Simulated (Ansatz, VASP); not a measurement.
**Sr4O: VASP beside Ansatz**

```
Sr O
1.0
     6.12835    0.00000    0.00000
     0.00000    6.12835    0.00000
     0.00000    0.00000    6.12835
Sr O
4 1
Cartesian
  1.3760 1.3760 1.3760
  4.7524 4.7524 1.3760
  4.7524 1.3760 4.7524
  1.3760 4.7524 4.7524
  0.0000 0.0000 0.0000
```

Change from the starting cell: ordered vacancies on the anion sites of cuprite (P-43m, No. 215).

Alike in both runs: functional PBE; k mesh 4 × 4 × 4; occupations gaussian, width 0.1 eV; no spin polarisation.

Ansatz relaxed the structure, and its values are those at the end. VASP's run is a single point on that final structure, the one shown.

```csv
,VASP,Ansatz
version,VASP 6.6.1,Ansatz 0.2.0
potentials or method,"VASP PAW PBE potentials, release 64 (Sr_sv, O_h), cutoff 910 eV","scalar-relativistic, plane waves, PAW"
valence electrons in the cell,46,46
```

```tsv
	VASP	Ansatz	Ansatz less VASP
gap on the k mesh at the Fermi level (eV)	none	none	-
rms of the force components (eV/Å)	0.010	0.020	+0.0098
```

A gap of «none» marks a metal or a gap that the smearing closes.

Noted on VASP's run: the cutoff is short for stress, so the pressure is rough.
